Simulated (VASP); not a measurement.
HfN, 2 atoms in the cell. Symmetry: Fm-3m, No. 225, cubic system. The conventional cell has a = 4.518 Å, b = 4.518 Å, c = 4.518 Å, α = 90.00°, β = 90.00°, γ = 90.00°. Hf (site symmetry m-3m) has 6 N at 2.26 Å within 3.0 Å. N (site symmetry m-3m) has 6 Hf at 2.26 Å within 3.0 Å. 

* Program: VASP 6.6.1
* Task: single point
* Functional: PBEsol
* Dispersion: D3(BJ)
* Potentials or basis: VASP PAW PBE potentials, release 64 (Hf_pv, N)
* Cutoff: 520 eV
* k mesh: 16 × 16 × 16
* Occupations: gaussian, width 0.1 eV
* Spin: no spin polarisation
* Dipole correction: no
* Further INCAR settings: ALGO = Normal; EDIFF = 1e-06; NBANDS = 14

Potentials or basis: VASP PAW PBE potentials, release 64 (Hf_pv, N).

Launch:

```sh
$ cat potpaw_PBE.64/Hf_pv/POTCAR potpaw_PBE.64/N/POTCAR > POTCAR
$ mpirun -np 1 vasp_std > vasp.out
```

Hardware: 1 thread of AMD EPYC 7R43 64-Core Processor (Zen 3), with other jobs on the host.

**Question.** Estimate the wall time of this run.

**Answer.** Run time: 54 s on 1 thread of AMD EPYC 7R43 64-Core Processor (Zen 3), with other jobs on the host, peak memory 0.15 GiB. Counts: scf iterations 13, k points 145.
